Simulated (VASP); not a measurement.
# GaN (P6_3mc) in VASP: dielectric tensor with r2SCAN

Aim: the dielectric tensor of GaN with r2SCAN.

All numbers are computed with VASP 6.6.1; they aren't measurements. Logs are shortened: lines on timing, memory, paths and dates and some standing lists are left out, and cuts for length are marked.

### Step 1. The cell of the first run

Symmetry: P6_3mc, No. 186, hexagonal system. Conventional cell: a = 3.183 Å, b = 3.183 Å, c = 5.132 Å, α = 90.00°, β = 90.00°, γ = 120.00°. Ga (site symmetry 3m) has 4 N at 1.94 Å within 2.6 Å. Within 2.6 Å of N (site symmetry 3m) lie 4 Ga at 1.94 Å.

### Step 2. Dielectric tensor, r2SCAN (uniaxial z strain -1.0%)

File INCAR:

```
SYSTEM = GaN
  ALGO = Normal
  EDIFF = 1E-8
  ENCUT = 520
  ISIF = 2
  ISMEAR = 0
  LASPH = .TRUE.
  LCALCEPS = .TRUE.
  LCHARG = .FALSE.
  LMIXTAU = .TRUE.
  LREAL = .FALSE.
  LWAVE = .FALSE.
  METAGGA = R2SCAN
  NELM = 60
  PREC = Accurate
  SIGMA = 0.01
```

File KPOINTS:

```
k-points
0
G
  9 9 4
  0 0 0
```

File POSCAR:

```
GaN
1.0
    3.1831493761      0.0000000000      0.0000000000
   -1.5915746880      2.7566882238      0.0000000000
    0.0000000000      0.0000000000      5.1317889770
Ga N
2 2
Direct
    0.3333333333      0.6666666667     -0.0017167385
    0.6666666667      0.3333333333      0.4982832615
    0.3333333333      0.6666666667      0.3767167385
    0.6666666667      0.3333333333      0.8767167385
```

Potentials or basis: VASP PAW PBE potentials, release 64 (Ga_d, N).

On the command line:

```bash
$ cat potpaw_PBE.64/Ga_d/POTCAR potpaw_PBE.64/N/POTCAR > POTCAR
$ mpirun -np 1 vasp_std > vasp.out
```

OUTCAR:

```text
SYSTEM = GaN
   EDIFF = 1E-8
   ENCUT = 520
   ISIF = 2
   ISMEAR = 0
   LASPH = .TRUE.
   LREAL = .FALSE.
   METAGGA = R2SCAN
   NELM = 60
   PREC = Accurate

 ion  position               nearest neighbor table
   1  0.333  0.667  0.998-   4 1.94   4 1.94   4 1.94   3 1.94
   2  0.667  0.333  0.498-   3 1.94   3 1.94   3 1.94   4 1.94
   3  0.333  0.667  0.377-   2 1.94   2 1.94   2 1.94   1 1.94
   4  0.667  0.333  0.877-   1 1.94   1 1.94   1 1.94   2 1.94

  LATTYP: Found a hexagonal cell.
 ALAT       =     3.1831493761
 C/A-ratio  =     1.6121734706

  Lattice vectors:

 A1 = (   3.1831493761,   0.0000000000,   0.0000000000)
 A2 = (  -1.5915746880,   2.7566882238,   0.0000000000)
 A3 = (   0.0000000000,   0.0000000000,   5.1317889770)

Analysis of symmetry for initial positions (statically):
=====================================================================
 Subroutine PRICEL returns:
 Original cell was already a primitive cell.

 Routine SETGRP: Setting up the symmetry group for a
 hexagonal supercell.

 Subroutine GETGRP returns: Found 12 space group operations
 (whereof  6 operations were pure point group operations)
 out of a pool of 24 trial point group operations.

The static configuration has the point symmetry C_3v.
 The point group associated with its full space group is C_6v.

Analysis of symmetry for dynamics (positions and initial velocities):
=====================================================================
 Subroutine PRICEL returns:
 Original cell was already a primitive cell.

 Routine SETGRP: Setting up the symmetry group for a
 hexagonal supercell.

 Subroutine GETGRP returns: Found 12 space group operations
 (whereof  6 operations were pure point group operations)
 out of a pool of 24 trial point group operations.

The dynamic configuration has the point symmetry C_3v.
 The point group associated with its full space group is C_6v.

 Subroutine INISYM returns: Found 12 space group operations
 (whereof  6 operations are pure point group operations),
 and found     1 'primitive' translations

----------------------------------------------------------------------------------------

                                     Primitive cell

  volume of cell :      45.0312

  direct lattice vectors                    reciprocal lattice vectors
     3.183149376  0.000000000  0.000000000     0.314154280  0.181377058  0.000000000
    -1.591574688  2.756688224  0.000000000     0.000000000  0.362754116  0.000000000
     0.000000000  0.000000000  5.131788977     0.000000000  0.000000000  0.194863819

  length of vectors
     3.183149376  3.183149376  5.131788977     0.362754116  0.362754116  0.194863819

  position of ions in fractional coordinates (direct lattice)
     0.333333333  0.666666667  0.998283261
     0.666666667  0.333333333  0.498283261
     0.333333333  0.666666667  0.376716739
     0.666666667  0.333333333  0.876716739

  ion indices of the primitive-cell ions
   primitive index   ion index
                 1           1
                 2           2
                 3           3
                 4           4

----------------------------------------------------------------------------------------

 KPOINTS: k-points

Automatic generation of k-mesh.
 Grid dimensions read from file:
 generate k-points for:    9    9    4

 Generating k-lattice:

  Cartesian coordinates                     Fractional coordinates (reciprocal lattice)
     0.034906031  0.020153006  0.000000000     0.111111111  0.000000000  0.000000000
     0.000000000  0.040306013  0.000000000     0.000000000  0.111111111  0.000000000
     0.000000000  0.000000000  0.048715955     0.000000000  0.000000000  0.250000000

  Length of vectors
     0.040306013  0.040306013  0.048715955

[... 41 lines left out ...]
   NGX,Y,Z   is equivalent  to a cutoff of  12.53, 12.53, 12.96 a.u.
   NGXF,Y,Z  is equivalent  to a cutoff of  25.07, 25.07, 25.92 a.u.
 SYSTEM =  GaN
   PREC   = accura    normal or accurate (medium, high low for compatibility)
   ISTART =      0    job   : 0-new  1-cont  2-samecut
   ICHARG =      2    charge: 1-file 2-atom 10-const
   ISPIN  =      1    spin polarized calculation?
   LNONCOLLINEAR =      F non collinear calculations
   LSORBIT =      F    spin-orbit coupling
   LASPH  =      T    aspherical Exc in radial PAW
   ENCUT  =  520.0 eV  38.22 Ry    6.18 a.u.   5.92  5.92  9.54*2*pi/ulx,y,z
   NELM   =     60;   NELMIN=  2; NELMDL= -5     # of ELM steps
   EDIFF  = 0.1E-07   stopping-criterion for ELM
   LREAL  =      F    real-space projection
   EDIFFG = 0.1E-06   stopping-criterion for IOM
   NSW    =      0    number of steps for IOM
   IBRION =     -1    ionic relax: 0-MD 1-quasi-New 2-CG
   NFREE  =      0    steps in history (QN), initial steepest desc. (CG)
   ISIF   =      2    stress and relaxation
   ISYM   =      2    0-nonsym 1-usesym 2-fastsym
   POTIM  = 0.5000    time-step for ionic-motion
   TEBEG  =    0.0;   TEEND  =   0.0 temperature during run
   PSTRESS=    0.0 pullay stress
   NELECT =      36.0000    total number of electrons
   NUPDOWN=      -1.0000    fix difference up-down
   EMIN   =  10.00;   EMAX   =-10.00  energy-range for DOS
   EFERMI =   0.00;   METHOD = LEGACY
   ISMEAR =     0;   SIGMA  =   0.01  broadening in eV -4-tet -1-fermi 0-gaus
   EFERMI_NEDOS =   21; number of points for ismear=-14 and -15
   IALGO  =     38    algorithm
   IMIX   =      4    mixing-type and parameters
     AMIX     =   0.40;   BMIX     =  1.00
     AMIX_MAG =   1.60;   BMIX_MAG =  1.00
  volume/ion in A,a.u.               =      11.26        75.97
  Fermi-wavevector in a.u.,A,eV,Ry     =   1.519397  2.871243 31.409952  2.308566
  Thomas-Fermi vector in A             =   2.628388
   LORBIT       =      0    0 simple, 1 ext, 2 COOP (PROOUT), +10 PAW based schemes
   METAGGA = R2SCAN    functional components
   LHFCALC =     F    Hartree Fock is set to
   AEXX    =    0.0000 exact exchange contribution
   IVDW    =     0    specifies the selected vdW correction
   LEPSILON=     F    determine dielectric tensor
   LRPA    =     F    only Hartree local field effects (RPA)
   LRPA       =     F
 non-spin polarized calculation
 Gauss-broadening in eV      SIGMA  =   0.01
  energy-cutoff  :      520.00
  volume of cell :       45.03
 maximum number of plane-waves:      1230
 NGX is ok and might be reduce to    24
   NGX = 11   NGY = 11   NGZ = 19

 Total electronic dipole moment: p[elc]=(    -0.00000     0.01065    -5.10533 ) |e| Angst

 number of electron      36.0000008 magnetization

 Free energy of the ion-electron system (eV)
  ---------------------------------------------------
  ext. energy  EPLUGINS =         0.00000000
  ---------------------------------------------------
  free energy    TOTEN  =       -43.76080510 eV

  energy without entropy =      -43.76080510  energy(sigma->0) =      -43.76080510

 E-fermi :   5.2695     XC(G=0): -12.7222

 val. band max:        5.2145995525   @ k =   0.0000   0.0000   0.0000
 cond. band min:   10000.0000000000   @ k =   0.0000   0.0000   0.0000
 fundamental gap:   9994.7854004475
 Fermi energy:         5.2695340288

 k-point     1 :       0.0000    0.0000    0.0000
  band No.  band energies     occupation
      1     -11.6883      2.00000
      2     -10.6437      2.00000
      3      -8.6204      2.00000
      4      -8.6071      2.00000
      5      -8.6071      2.00000
      6      -8.5352      2.00000
[... 589 lines left out ...]
     21   10000.0000      0.00000
     22   10000.0000      0.00000

 [... further k-points ...]

------------------------ aborting loop because EDIFF is reached ----------------------------------------

            Ionic dipole moment: p[ion]=(     0.00000     0.00000    39.63041 ) |e| Angst

 Total electronic dipole moment: p[elc]=(     0.00000     0.00000    -5.09447 ) |e| Angst

 MACROSCOPIC STATIC DIELECTRIC TENSOR (including local field effects)
 ------------------------------------------------------
           5.281365     0.000000     0.000000
           0.000000     5.281365    -0.000000
           0.000000    -0.000000     5.362342
 ------------------------------------------------------

 PIEZOELECTRIC TENSOR (including local field effects) (e Angst)
          XX          YY          ZZ          XY          YZ          ZX
  --------------------------------------------------------------------------------
  x     0.00000     0.00000    -0.00000    -0.00000     0.00000     1.51065
  y     0.00000     0.00000     0.00000    -0.00000     1.51067     0.00000
  z     1.37820     1.37820    -2.75329     0.00000     0.00000    -0.00000

 PIEZOELECTRIC TENSOR (including local field effects) (C/m^2)
          XX          YY          ZZ          XY          YZ          ZX
  --------------------------------------------------------------------------------
  x     0.00000     0.00000    -0.00000    -0.00000     0.00000     0.53748
  y     0.00000     0.00000     0.00000    -0.00000     0.53748     0.00000
  z     0.49035     0.49035    -0.97960     0.00000     0.00000    -0.00000

 BORN EFFECTIVE CHARGES (including local field effects) (in |e|, cummulative output)
 ---------------------------------------------------------------------------------
 ion    1
    1     2.63007     0.00000     0.00000
    2     0.00000     2.63007    -0.00000
    3    -0.00000    -0.00000     2.75031
 ion    2
    1     2.63007     0.00000     0.00000
    2     0.00000     2.63007    -0.00000
    3     0.00000     0.00000     2.75031
 ion    3
    1    -2.63007    -0.00000     0.00000
    2    -0.00000    -2.63007     0.00000
    3     0.00000     0.00000    -2.75031
 ion    4
    1    -2.63007    -0.00000    -0.00000
    2    -0.00000    -2.63007     0.00000
    3    -0.00000    -0.00000    -2.75031

  FORCE on cell =-STRESS in cart. coord.  units (eV):
  Direction    XX          YY          ZZ          XY          YZ          ZX
  --------------------------------------------------------------------------------------
  -------------------------------------------------------------------------------------
  Total        0.6073238      0.6073238      1.4152923      0.0000000      0.0000000      0.0000000
  in kB       21.6081418     21.6081418     50.3550784      0.0000000      0.0000000      0.0000000
  external PRESSURE =      31.1904540 kB  Pullay stress =       0.0000000 kB

 VOLUME and BASIS-vectors are now :
 -----------------------------------------------------------------------------
  energy-cutoff  :      520.00
  volume of cell :       45.03
      direct lattice vectors                 reciprocal lattice vectors
     3.183149376  0.000000000  0.000000000     0.314154280  0.181377058  0.000000000
    -1.591574688  2.756688224  0.000000000     0.000000000  0.362754116  0.000000000
     0.000000000  0.000000000  5.131788977     0.000000000  0.000000000  0.194863819

 POSITION                                       TOTAL-FORCE (eV/Angst)
 -----------------------------------------------------------------------------------
     -0.00000      1.83779      5.12298         0.000000     -0.000000     -0.004873
      1.59157      0.91890      2.55708        -0.000000      0.000000     -0.004873
     -0.00000      1.83779      1.93323        -0.000000     -0.000000      0.004873
      1.59157      0.91890      4.49913        -0.000000     -0.000000      0.004873
 -----------------------------------------------------------------------------------
    total drift:                                0.000002      0.000004      0.017572

  FREE ENERGIE OF THE ION-ELECTRON SYSTEM (eV)
  ---------------------------------------------------
  free  energy   TOTEN  =       -43.7608050977 eV

  energy  without entropy=      -43.7608050977  energy(sigma->0) =      -43.76080510
```

Wall time 69 min (1 thread of Intel Xeon Platinum 8488C (Sapphire Rapids), shared host); peak memory 0.69 GiB.

Results:

```yaml
Band_gap_on_the_k_mesh: 2.43 eV
Electronic_dielectric_tensor_diagonal: 5.28, 5.28, 5.36
Born_charges_mean_of_the_diagonal: Ga +2.67; N -2.67 e
```

Electronic dielectric tensor:
```
5.28 0.00 0.00
0.00 5.28 0.00
0.00 0.00 5.36
```

Born effective charge tensors (e):
atom 1, Ga
```
2.63 0.00 0.00
0.00 2.63 0.00
0.00 0.00 2.75
```
atom 2, Ga
```
2.63 0.00 0.00
0.00 2.63 0.00
0.00 0.00 2.75
```
atom 3, N
```
-2.63  0.00  0.00
 0.00 -2.63  0.00
 0.00  0.00 -2.75
```
atom 4, N
```
-2.63  0.00  0.00
 0.00 -2.63  0.00
 0.00  0.00 -2.75
```

Dipole moments of the cell (e·Å, modulo the quantum): ionic 0.000, 0.000, 39.630; electronic 0.000, 0.000, -5.094

Caveat: the cell differs from its parent crystal (uniaxial z strain -1.0%); the PAW data sets were made with another functional, which shifts forces and pressure a little.

The gap in the log of VASP goes by the Fermi energy; the results here count the filled bands.